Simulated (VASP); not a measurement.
A run of VASP 6.6.1 is set up as follows.

Contents of INCAR:

```
ALGO     = Normal         # electronic algorithm
EDIFF    = 1E-6           # SCF threshold, eV
ENCUT    = 520            # plane-wave cutoff, eV
GGA      = PS             # functional
ISIF     = 2              # what is computed and relaxed
ISMEAR   = -1             # smearing method
LASPH    = T              # aspherical terms in the spheres
LCHARG   = T              # write CHGCAR
LELF     = T              # ELF
LREAL    = F              # projectors in reciprocal space
LVHAR    = T            
LWAVE    = F              # write WAVECAR
NBANDS   = 12             # bands
NELM     = 100            # most SCF steps
PREC     = Accurate       # precision mode
SIGMA    = 0.08           # smearing width, eV
```

Contents of KPOINTS:

```
k-points
0
Gamma
  18 18 18
```

Contents of POSCAR:

```
Au
1.0
    0.0000000000      1.9566339239      1.9566339239
    1.9566339239      0.0000000000      1.9566339239
    1.9566339239      1.9566339239      0.0000000000
Au
1
Direct
    0.0000000000      0.0000000000      0.0000000000
```

Potentials or basis: VASP PAW PBE potentials, release 64 (Au).

Run with:

```bash
$ cat potpaw_PBE.64/Au/POTCAR > POTCAR
$ mpirun -np 1 vasp_std > vasp.out
```

Problem. Estimate the pressure.

Solution. 31.8 GPa.

Caveat: the PAW data sets were made with another functional, which shifts forces and pressure a little.
